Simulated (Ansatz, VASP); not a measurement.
## Ga: VASP beside Ansatz

```
CELL_PARAMETERS angstrom
2.71282 0.00000 0.00000
0.00000 2.71282 0.00000
0.00000 0.00000 2.71282
ATOMIC_POSITIONS crystal
Ga 0.00000 0.00000 0.00000
```

Alike in both runs: task single point; functional BLYP; k mesh 13 × 13 × 13; occupations fermi-dirac, width 0.1 eV; no spin polarisation.

```csv
,VASP,Ansatz
version,VASP 6.6.1,Ansatz 0.2.0
potentials or method,"VASP PAW PBE potentials, release 64 (Ga_d), cutoff 520 eV","plane waves (420 eV) with PAW, scalar-relativistic"
valence electrons in the cell,13,13
```

|  | VASP | Ansatz | Ansatz less VASP |
| --- | --- | --- | --- |
| pressure (GPa) | 5.1 | 5.0 | -0.05 |

VASP's potentials were made for PBE, not for BLYP. The functional is the same, so the differences come from potentials, cutoffs and numerics.
